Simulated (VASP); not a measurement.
# NbTe (P-6m2) in VASP: a series of runs

Runs on NbTe. Level: LDA+U. Tasks: density of states, single point.

Everything below comes from runs of VASP 6.6.1. Logs are shortened: lines on timing, memory, paths and dates and some standing lists are left out, and cuts for length are marked.

### 1 The cell of the first run

Symmetry: P-6m2, No. 187, hexagonal system. Conventional cell: a = 3.703 Å, b = 3.703 Å, c = 3.694 Å, α = 90.00°, β = 90.00°, γ = 120.00°. Te (site symmetry -6m2) has 6 Nb at 2.83 Å and 2 Te at 3.69 Å within 3.7 Å. Within 3.7 Å of Nb (site symmetry -6m2) lie 6 Te at 2.83 Å and 2 Nb at 3.69 Å.

### 2 Density of states, LDA+U

Contents of POSCAR:

```
NbTe
1.0
    3.7029743866      0.0000000000      0.0000000000
   -1.8514871933      3.2068698884      0.0000000000
    0.0000000000      0.0000000000      3.6942110000
Te Nb
1 1
Direct
    0.6666666667      0.3333333333      0.0000000000
    0.0000000000      0.0000000000      0.5000000000
```

Contents of INCAR.step1:

```
SYSTEM = NbTe
PREC = Accurate
ENCUT = 520
EDIFF = 1E-7
ISMEAR = -5
SIGMA = 0.05
LREAL = .FALSE.
LASPH = .TRUE.
NELM = 150
ALGO = Normal
ISIF = 2
LWAVE = .FALSE.
LCHARG = .TRUE.
LMAXMIX = 4
LDAU = .TRUE.
LDAUTYPE = 2
LDAUL = -1 2
LDAUU = 0 5
LDAUJ = 0 0
LDAUPRINT = 1
NBANDS = 16
```

Contents of KPOINTS.step1:

```
regular mesh
0
G
  8 8 7
  0 0 0
```

Contents of INCAR.step2:

```
SYSTEM = NbTe
PREC = Accurate
ENCUT = 520
EDIFF = 1E-7
ISMEAR = -5
SIGMA = 0.05
LREAL = .FALSE.
LASPH = .TRUE.
NELM = 150
ALGO = Normal
ISIF = 2
LWAVE = .FALSE.
LCHARG = .FALSE.
LMAXMIX = 4
LDAU = .TRUE.
LDAUTYPE = 2
LDAUL = -1 2
LDAUU = 0 5
LDAUJ = 0 0
LDAUPRINT = 1
LORBIT = 11
NBANDS = 16
NEDOS = 2001
ICHARG = 11
```

Contents of KPOINTS.step2:

```
regular mesh
0
G
  12 12 11
  0 0 0
```

Potentials or basis: VASP PAW LDA potentials, release 64 (Te, Nb_sv).

The run is started by

```bash
cat potpaw_LDA.64/Te/POTCAR potpaw_LDA.64/Nb_sv/POTCAR > POTCAR
cp INCAR.step1 INCAR
cp KPOINTS.step1 KPOINTS
mpirun -np 1 vasp_std > vasp.out
cp INCAR.step2 INCAR
cp KPOINTS.step2 KPOINTS
mpirun -np 1 vasp_std > vasp.out
```

OUTCAR:

```text
SYSTEM = NbTe
   PREC = Accurate
   ENCUT = 520
   EDIFF = 1E-7
   ISMEAR = -5
   LREAL = .FALSE.
   LASPH = .TRUE.
   NELM = 150
   ISIF = 2
   LORBIT = 11
   ICHARG = 11

 ion  position               nearest neighbor table
   1  0.667  0.333  0.000-   2 2.83   2 2.83   2 2.83   2 2.83   2 2.83   2 2.83
   2  0.000  0.000  0.500-   1 2.83   1 2.83   1 2.83   1 2.83   1 2.83   1 2.83

  LATTYP: Found a hexagonal cell.
 ALAT       =     3.7029743866
 C/A-ratio  =     0.9976334196

  Lattice vectors:

 A1 = (   3.7029743866,   0.0000000000,   0.0000000000)
 A2 = (  -1.8514871933,   3.2068698884,   0.0000000000)
 A3 = (   0.0000000000,   0.0000000000,   3.6942110000)

Analysis of symmetry for initial positions (statically):
=====================================================================
 Subroutine PRICEL returns:
 Original cell was already a primitive cell.

 Routine SETGRP: Setting up the symmetry group for a
 hexagonal supercell.

 Subroutine GETGRP returns: Found 12 space group operations
 (whereof 12 operations were pure point group operations)
 out of a pool of 24 trial point group operations.

The static configuration has the point symmetry D_3h.

Analysis of symmetry for dynamics (positions and initial velocities):
=====================================================================
 Subroutine PRICEL returns:
 Original cell was already a primitive cell.

 Routine SETGRP: Setting up the symmetry group for a
 hexagonal supercell.

 Subroutine GETGRP returns: Found 12 space group operations
 (whereof 12 operations were pure point group operations)
 out of a pool of 24 trial point group operations.

The dynamic configuration has the point symmetry D_3h.

 Subroutine INISYM returns: Found 12 space group operations
 (whereof 12 operations are pure point group operations),
 and found     1 'primitive' translations

----------------------------------------------------------------------------------------

                                     Primitive cell

  volume of cell :      43.8686

  direct lattice vectors                    reciprocal lattice vectors
     3.702974387  0.000000000  0.000000000     0.270053178  0.155915275  0.000000000
    -1.851487193  3.206869888  0.000000000     0.000000000  0.311830550  0.000000000
     0.000000000  0.000000000  3.694211000     0.000000000  0.000000000  0.270693796

  length of vectors
     3.702974387  3.702974387  3.694211000     0.311830550  0.311830550  0.270693796

  position of ions in fractional coordinates (direct lattice)
     0.666666667  0.333333333  0.000000000
     0.000000000  0.000000000  0.500000000

  ion indices of the primitive-cell ions
   primitive index   ion index
                 1           1
                 2           2

----------------------------------------------------------------------------------------

 KPOINTS: regular mesh

Automatic generation of k-mesh.
 Grid dimensions read from file:
 generate k-points for:   12   12   11

 Generating k-lattice:

  Cartesian coordinates                     Fractional coordinates (reciprocal lattice)
     0.022504431  0.012992940  0.000000000     0.083333333  0.000000000  0.000000000
     0.000000000  0.025985879  0.000000000     0.000000000  0.083333333  0.000000000
     0.000000000  0.000000000  0.024608527     0.000000000  0.000000000  0.090909091

  Length of vectors
     0.025985879  0.025985879  0.024608527

  Shift w.r.t. Gamma in fractional coordinates (k-lattice)
     0.000000000  0.000000000  0.000000000

 TETIRR: Found   1541 inequivalent tetrahedra from     9504
[... 40 lines left out ...]
   NGXF,Y,Z  is equivalent  to a cutoff of  25.14, 25.14, 25.20 a.u.
 SYSTEM =  NbTe
   PREC   = accura    normal or accurate (medium, high low for compatibility)
   ISTART =      0    job   : 0-new  1-cont  2-samecut
   ICHARG =     11    charge: 1-file 2-atom 10-const
   ISPIN  =      1    spin polarized calculation?
   LNONCOLLINEAR =      F non collinear calculations
   LSORBIT =      F    spin-orbit coupling
   LASPH  =      T    aspherical Exc in radial PAW
   ENCUT  =  520.0 eV  38.22 Ry    6.18 a.u.   6.89  6.89  6.87*2*pi/ulx,y,z
   NELM   =    150;   NELMIN=  2; NELMDL=  0     # of ELM steps
   EDIFF  = 0.1E-06   stopping-criterion for ELM
   LREAL  =      F    real-space projection
   EDIFFG = 0.1E-05   stopping-criterion for IOM
   NSW    =      0    number of steps for IOM
   IBRION =     -1    ionic relax: 0-MD 1-quasi-New 2-CG
   NFREE  =      0    steps in history (QN), initial steepest desc. (CG)
   ISIF   =      2    stress and relaxation
   ISYM   =      2    0-nonsym 1-usesym 2-fastsym
   POTIM  = 0.5000    time-step for ionic-motion
   TEBEG  =    0.0;   TEEND  =   0.0 temperature during run
   PSTRESS=    0.0 pullay stress
   NELECT =      19.0000    total number of electrons
   NUPDOWN=      -1.0000    fix difference up-down
   EMIN   =  10.00;   EMAX   =-10.00  energy-range for DOS
   EFERMI =   0.00;   METHOD = LEGACY
   ISMEAR =    -5;   SIGMA  =   0.05  broadening in eV -4-tet -1-fermi 0-gaus
   EFERMI_NEDOS =   21; number of points for ismear=-14 and -15
   IALGO  =     38    algorithm
   IMIX   =      4    mixing-type and parameters
     AMIX     =   0.40;   BMIX     =  1.00
     AMIX_MAG =   1.60;   BMIX_MAG =  1.00
  volume/ion in A,a.u.               =      21.93       148.02
  Fermi-wavevector in a.u.,A,eV,Ry     =   1.238630  2.340671 20.874103  1.534203
  Thomas-Fermi vector in A             =   2.373147
   LORBIT       =     11    0 simple, 1 ext, 2 COOP (PROOUT), +10 PAW based schemes
 LDA+U is selected, type is set to LDAUTYPE =  2
   angular momentum for each species LDAUL =    -1    2
   U (eV)           for each species LDAUU =   0.0  5.0
   J (eV)           for each species LDAUJ =   0.0  0.0
   GGA     = CA    functional components
   LHFCALC =     F    Hartree Fock is set to
   AEXX    =    0.0000 exact exchange contribution
   IVDW    =     0    specifies the selected vdW correction
   LEPSILON=     F    determine dielectric tensor
   LRPA    =     F    only Hartree local field effects (RPA)
 non-spin polarized calculation
 Fermi weights with tetrahedron method with Bloechl corrections
  energy-cutoff  :      520.00
  volume of cell :       43.87
 maximum number of plane-waves:      1198
 NGX is ok and might be reduce to    28

atom =   2  type =  2  l = 2

 onsite density matrix

spin component  1

  0.2243 -0.0000 -0.0000  0.0000 -0.0000
 -0.0000  0.2455  0.0000  0.0000  0.0000
 -0.0000  0.0000  0.1706 -0.0000  0.0000
  0.0000  0.0000 -0.0000  0.2455  0.0000
 -0.0000  0.0000  0.0000  0.0000  0.2243

spin component  2

  0.2243 -0.0000 -0.0000  0.0000 -0.0000
 -0.0000  0.2455  0.0000  0.0000  0.0000
 -0.0000  0.0000  0.1706 -0.0000  0.0000
  0.0000  0.0000 -0.0000  0.2455  0.0000
 -0.0000  0.0000  0.0000  0.0000  0.2243

 occupancies and eigenvectors

  o =  0.1706  v =  0.0000  0.0000 -1.0000 -0.0000  0.0000  0.0000  0.0000  0.0000  0.0000  0.0000      0.0000  0.0000  0.0000  0.0000  0.0000  0.0000  0.0000  0.0000  0.0000  0.0000
  o =  0.1706  v =  0.0000  0.0000  0.0000  0.0000  0.0000  0.0000  0.0000 -1.0000 -0.0000  0.0000      0.0000  0.0000  0.0000  0.0000  0.0000  0.0000  0.0000  0.0000  0.0000  0.0000
  o =  0.2243  v =  0.0000  0.0000  0.0000  0.0000  0.0000  1.0000  0.0000  0.0000  0.0000  0.0000      0.0000  0.0000  0.0000  0.0000  0.0000  0.0000  0.0000  0.0000  0.0000  0.0000
  o =  0.2243  v =  1.0000  0.0000  0.0000  0.0000  0.0000  0.0000  0.0000  0.0000  0.0000  0.0000      0.0000  0.0000  0.0000  0.0000  0.0000  0.0000  0.0000  0.0000  0.0000  0.0000
  o =  0.2243  v =  0.0000 -0.0000  0.0000 -0.0000  1.0000  0.0000  0.0000  0.0000  0.0000  0.0000      0.0000  0.0000  0.0000  0.0000  0.0000  0.0000  0.0000  0.0000  0.0000  0.0000
  o =  0.2243  v =  0.0000  0.0000  0.0000  0.0000  0.0000  0.0000 -0.0000  0.0000 -0.0000  1.0000      0.0000  0.0000  0.0000  0.0000  0.0000  0.0000  0.0000  0.0000  0.0000  0.0000
  o =  0.2455  v =  0.0000  0.0000 -0.0000  1.0000  0.0000  0.0000  0.0000  0.0000  0.0000  0.0000      0.0000  0.0000  0.0000  0.0000  0.0000  0.0000  0.0000  0.0000  0.0000  0.0000
  o =  0.2455  v =  0.0000  0.0000  0.0000  0.0000  0.0000  0.0000  0.0000 -0.0000  1.0000  0.0000      0.0000  0.0000  0.0000  0.0000  0.0000  0.0000  0.0000  0.0000  0.0000  0.0000
  o =  0.2455  v =  0.0000  0.0000  0.0000  0.0000  0.0000  0.0000 -1.0000 -0.0000  0.0000 -0.0000      0.0000  0.0000  0.0000  0.0000  0.0000  0.0000  0.0000  0.0000  0.0000  0.0000
  o =  0.2455  v =  0.0000 -1.0000 -0.0000  0.0000 -0.0000  0.0000  0.0000  0.0000  0.0000  0.0000      0.0000  0.0000  0.0000  0.0000  0.0000  0.0000  0.0000  0.0000  0.0000  0.0000

 number of electron      18.9999998 magnetization

 Free energy of the ion-electron system (eV)
  ---------------------------------------------------
  ext. energy  EPLUGINS =         0.00000000
  ---------------------------------------------------
  free energy    TOTEN  =       -10.89039634 eV

  energy without entropy =      -10.89039634  energy(sigma->0) =      -10.89039634

 E-fermi :  11.3251     XC(G=0): -11.4754

 val. band max:       11.3424893344   @ k =   0.2500  -0.0000   0.0000
 cond. band min:      11.2939324572   @ k =   0.0000   0.0000   0.0909
 fundamental gap:     -0.0485568772
 Fermi energy:        11.3250707066

 k-point     1 :       0.0000    0.0000    0.0000
  band No.  band energies     occupation
      1     -45.0991      2.00000
      2     -21.4021      2.00000
      3     -21.2102      2.00000
      4     -21.2102      2.00000
      5      -3.2401      2.00000
      6       8.0435      2.00000
[... 433 lines left out ...]
      3     -21.3046      2.00000
      4     -21.2322      2.00000
      5      -2.0462      2.00000
      6       4.8490      2.00000
[... 8 lines left out ...]
     15      17.3906      0.00000
     16      19.5346      0.00000

 [... further k-points ...]
[... 5 lines left out ...]
  --------------------------------------------------------------------------------------
  -------------------------------------------------------------------------------------
  Total       -1.0799263     -1.0799263     -0.6237425      0.0000000      0.0000000      0.0000000
  in kB      -39.4412753    -39.4412753    -22.7804429      0.0000000      0.0000000      0.0000000
  external PRESSURE =     -33.8876645 kB  Pullay stress =       0.0000000 kB

 VOLUME and BASIS-vectors are now :
 -----------------------------------------------------------------------------
  energy-cutoff  :      520.00
  volume of cell :       43.87
      direct lattice vectors                 reciprocal lattice vectors
     3.702974387  0.000000000  0.000000000     0.270053178  0.155915275  0.000000000
    -1.851487193  3.206869888  0.000000000     0.000000000  0.311830550  0.000000000
     0.000000000  0.000000000  3.694211000     0.000000000  0.000000000  0.270693796

 POSITION                                       TOTAL-FORCE (eV/Angst)
 -----------------------------------------------------------------------------------
      1.85149      1.06896      0.00000         0.000000     -0.000000      0.000000
      0.00000      0.00000      1.84711        -0.000000      0.000000      0.000000
 -----------------------------------------------------------------------------------
    total drift:                                0.000031     -0.000018      0.000000

  FREE ENERGIE OF THE ION-ELECTRON SYSTEM (eV)
  ---------------------------------------------------
  free  energy   TOTEN  =       -10.8903963365 eV

  energy  without entropy=      -10.8903963365  energy(sigma->0) =      -10.89039634

 total charge

# of ion       s       p       d       tot
------------------------------------------
    1        1.330   2.087   0.133   3.550
    2        2.136   5.983   2.198  10.317
--------------------------------------------------
tot          3.466   8.070   2.330  13.866
```

Run time: 34 s. Hardware: 1 thread of Intel Xeon 6975P-C (Granite Rapids), shared host; peak memory 0.2 GiB.

What came out:

- Valence electrons inside the program's atomic spheres: Te 3.55; Nb 10.32

Levels at points of the mesh, in eV from the Fermi level:
```tsv
k point	band 6	band 7	band 8	band 9	band 10	band 11	band 12	band 13	band 14	band 15
(0.00, 0.00, 0.00)	-3.28	-3.28	-2.97	-2.68	0.19	0.19	2.31	2.31	2.38	5.63
(0.50, 0.00, 0.00)	-7.51	-3.99	-2.89	-2.65	-0.15	1.36	1.66	2.84	3.39	5.33
```

Eigenvalues of the final occupation matrices:
```tsv
site	spin	trace	eigenvalues
site 2 d	1	1.11	0.17 0.22 0.22 0.25 0.25
site 2 d	2	1.11	0.17 0.22 0.22 0.25 0.25
```

Caveat: spin-orbit coupling is left out, which moves the levels of the heavy elements; U without spin polarisation on a metal has little footing; the U is typed as a test and isn't derived for this compound; tetrahedron occupations give inexact forces and stress in metals.

### 3 Single point, LDA+U, non-collinear spin, zero start, spin-orbit coupling (volume scaled by 1.04)

Contents of INCAR:

```
  PREC = Accurate
  ENCUT = 520
  EDIFF = 1E-6
  ISMEAR = 0
  SIGMA = 0.05
  LREAL = False
  LASPH = True
  NELM = 150
  ALGO = Normal
  ISIF = 2
  LWAVE = False
  LCHARG = False
  MAGMOM = 0 0 0 0 0 0
  LORBIT = 11
  LSORBIT = True
  GGA_COMPAT = False
  LORBMOM = True
  LMAXMIX = 4
  LDAU = True
  LDAUTYPE = 2
  LDAUL = -1 2
  LDAUU = 0 4
  LDAUJ = 0 0
  LDAUPRINT = 1
  GGA = CA
  NBANDS = 31
```

Contents of KPOINTS:

```
Automatic mesh
0
Gamma
  6 6 5
```

Contents of POSCAR:

```
NbTe
1.0
    3.7517033200      0.0000000000      0.0000000000
   -1.8758516600      3.2490703826      0.0000000000
    0.0000000000      0.0000000000      3.7428246100
Te Nb
1 1
Direct
    0.6666666667      0.3333333333      0.0000000000
    0.0000000000      0.0000000000      0.5000000000
```

Potentials or basis: VASP PAW LDA potentials, release 64 (Te, Nb_sv).

The run is started by

```bash
cat potpaw_LDA.64/Te/POTCAR potpaw_LDA.64/Nb_sv/POTCAR > POTCAR
mpirun -np 1 vasp_ncl > vasp.out
```

It took 52 s on 1 thread of Intel Xeon 6975P-C, shared host; peak memory 0.24 GiB.

Results (log left out):

| Quantity | Value |
| --- | --- |
| Free energy | -11.8746 eV |
| Pressure | -8.2 GPa |
| Net moment | 0.00 μB per cell |
| Valence electrons inside the program's atomic spheres | Te 3.51; Nb 10.35 |

Moments on the atoms (μB; x, y, z):
```
Te  0.00 0.00 0.00
Nb  0.00 0.00 0.00
```

Caveat: the U is typed as a test and isn't derived for this compound. The state reached can hang on the start; a lower one may exist.
